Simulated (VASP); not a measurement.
A run of VASP 6.6.1 is set up as follows.

POSCAR

```
BAs
1.0
    0.0000000000      2.4043183418      2.4043183418
    2.4043183418      0.0000000000      2.4043183418
    2.4043183418      2.4043183418      0.0000000000
As B
1 1
Direct
    0.7500000000      0.7500000000      0.7500000000
    0.0000000000      0.0000000000      0.0000000000
```

INCAR.step1

```
PREC = Accurate
ENCUT = 520
EDIFF = 1E-5
ISMEAR = -1
SIGMA = 0.05
LREAL = F
LASPH = T
NELM = 80
ALGO = Normal
ISIF = 2
LWAVE = T
LCHARG = F
GGA = PE
NBANDS = 11
```

File INCAR.step2:

```
PREC = Accurate
ENCUT = 520
EDIFF = 1E-6
ISMEAR = -1
SIGMA = 0.05
LREAL = F
LASPH = T
NELM = 80
ALGO = Normal
ISIF = 2
LWAVE = F
LCHARG = F
GGA = PE
LHFCALC = T
AEXX = 0.25
PRECFOCK = Normal
ISTART = 1
NBANDS = 11
```

File KPOINTS:

```
Automatic mesh
0
Gamma
  5 5 5
```

Potentials or basis: VASP PAW PBE potentials, release 64 (As, B).

The run is started by

```bash
$ cat potpaw_PBE.64/As/POTCAR potpaw_PBE.64/B/POTCAR > POTCAR
$ cp INCAR.step1 INCAR
$ mpirun -np 1 vasp_std > vasp.out
$ cp INCAR.step2 INCAR
$ mpirun -np 1 vasp_std > vasp.out
```

Problem. Predict the pressure.

Solution. -3.4 GPa.

Problem. What does it give for the band gap on the k mesh?

Solution. 2.59 eV (least direct gap 4.83 eV).

Caveat: the k points lie up to 0.45 Å⁻¹ apart; the PAW data sets were made with another functional, which shifts forces and pressure a little; an odd mesh through Γ misses points on the zone boundary, where band edges can lie.
